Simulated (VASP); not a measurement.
Set up this calculation in VASP 6.6.1, as the native input.

```
Task                   : single point
Functional             : r2SCAN
Dispersion             : D3(BJ)
Potentials or basis    : VASP PAW PBE potentials, release 64 (Mo_sv, S)
Cutoff                 : 520 eV
k mesh                 : 5 × 5 × 5, shifted
Occupations            : methfessel-paxton, width 0.3 eV
Spin                   : no spin polarisation
Dipole correction      : no
Further INCAR settings : ALGO = Normal; EDIFF = 1e-07; NBANDS = 20
```

The system is MoS2.

```xyz
3
Lattice="1.5855 0.9154 6.1150 -1.5855 0.9154 6.1150 0.0000 -1.8308 6.1150" Properties=species:S:1:pos:R:3 pbc="T T T"
Mo    0.0000    0.0000    0.0000
S     0.0000    0.0000   13.7587
S     0.0000    0.0000    4.5862
```

The input as run:

POSCAR

```
MoS2
1.0
    1.5855000000      0.9153900000      6.1150000000
   -1.5855000000      0.9153900000      6.1150000000
    0.0000000000     -1.8307800000      6.1150000000
Mo S
1 2
Direct
    0.0000000000      0.0000000000      0.0000000000
    0.7500000000      0.7500000000      0.7500000000
    0.2500000000      0.2500000000      0.2500000000
```

INCAR.step1

```
SYSTEM = MoS2
ALGO     = Normal         ! electronic algorithm
EDIFF    = 1E-4           ! SCF threshold, eV
ENCUT    = 520            ! plane-wave cutoff, eV
GGA      = PE             ! functional
ISMEAR   = 1              ! smearing method
LASPH    = .TRUE.         ! aspherical terms in the spheres
LCHARG   = .FALSE.        ! write CHGCAR
LREAL    = .FALSE.        ! projectors in reciprocal space
LWAVE    = .TRUE.         ! write WAVECAR
NBANDS   = 20             ! bands
NELM     = 100            ! most SCF steps
PREC     = Accurate       ! precision mode
SIGMA    = 0.3            ! smearing width, eV
```

INCAR.step2

```
SYSTEM = MoS2
ALGO     = Normal         ! electronic algorithm
EDIFF    = 1E-7           ! SCF threshold, eV
ENCUT    = 520            ! plane-wave cutoff, eV
ISIF     = 2              ! what is computed and relaxed
ISMEAR   = 1              ! smearing method
ISTART   = 1            
IVDW     = 12             ! dispersion correction
LASPH    = .TRUE.         ! aspherical terms in the spheres
LCHARG   = .FALSE.        ! write CHGCAR
LMIXTAU  = .TRUE.       
LREAL    = .FALSE.        ! projectors in reciprocal space
LWAVE    = .FALSE.        ! write WAVECAR
METAGGA  = R2SCAN         ! meta-GGA
NBANDS   = 20             ! bands
NELM     = 100            ! most SCF steps
PREC     = Accurate       ! precision mode
SIGMA    = 0.3            ! smearing width, eV
VDW_A1   = 0.49484001   
VDW_A2   = 5.73083694   
VDW_S6   = 1.0          
VDW_S8   = 0.78981345
```

KPOINTS

```
Automatic mesh
0
Gamma
  5 5 5
  0.5 0.5 0.5
```

Potentials or basis: VASP PAW PBE potentials, release 64 (Mo_sv, S).

The run is started by

```bash
$ cat potpaw_PBE.64/Mo_sv/POTCAR potpaw_PBE.64/S/POTCAR > POTCAR
$ cp INCAR.step1 INCAR
$ mpirun -np 1 vasp_std > vasp.out
$ cp INCAR.step2 INCAR
$ mpirun -np 1 vasp_std > vasp.out
```

Results of the run:

```json
{
 "Pressure": "5.2 GPa",
 "Largest force": "0.674 eV/Å",
 "Band gap on the k mesh": "zero (band 13 reaches 7.41 eV, above the bottom of band 14 at 7.25 eV)",
 "Dispersion energy per atom": "-0.202 eV"
}
```

Caveat: the k points lie up to 0.46 Å⁻¹ apart; the PAW data sets were made with another functional, which shifts forces and pressure a little; pairwise dispersion overbinds metals, which lowers pressure and volume.

It used 810 s of CPU time on 1 thread of AMD EPYC 7R13 Processor (Zen 3), with other jobs on the host.
